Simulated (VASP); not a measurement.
A run of VASP 6.6.1 is set up as follows.

INCAR

```
SYSTEM = BN
ALGO = Normal
EDIFF = 1E-7
EDIFFG = -0.002
ENCUT = 520
GGA = PS
IBRION = 2
ISIF = 2
ISMEAR = 0
LASPH = .TRUE.
LCHARG = .FALSE.
LREAL = .FALSE.
LWAVE = .FALSE.
NELM = 100
NSW = 60
PREC = Accurate
SIGMA = 0.02
```

File KPOINTS:

```
k-points
0
G
  9 9 6
  0 0 0
```

The input POSCAR:

```
BN
1.0
    2.5420668336      0.0000000000      0.0000000000
   -1.2710334168      2.2014944560      0.0000000000
    0.0000000000      0.0000000000      4.1606277790
B N
2 2
Direct
    0.3333333333      0.6666666667     -0.0003399502
    0.6666666667      0.3333333333      0.4996600498
    0.3333333333      0.6666666667      0.3743399502
    0.6666666667      0.3333333333      0.8743399502
```

Potentials or basis: VASP PAW PBE potentials, release 64 (B, N).

Launch:

```bash
$ cat potpaw_PBE.64/B/POTCAR potpaw_PBE.64/N/POTCAR > POTCAR
$ mpirun -np 1 vasp_std > vasp.out
```

Estimate the band gap on the k mesh.

4.98 eV, indirect (least direct gap 8.20 eV).

Stress tensor (GPa, compression positive):
```
 0.84  0.00  0.00
 0.00  0.84  0.00
 0.00  0.00 11.60
```

Caveat: the cell differs from its parent crystal (strained cell); the relaxation stopped at its first step, so nothing moved; the PAW data sets were made with another functional, which shifts forces and pressure a little. A k mesh can miss the band edges.
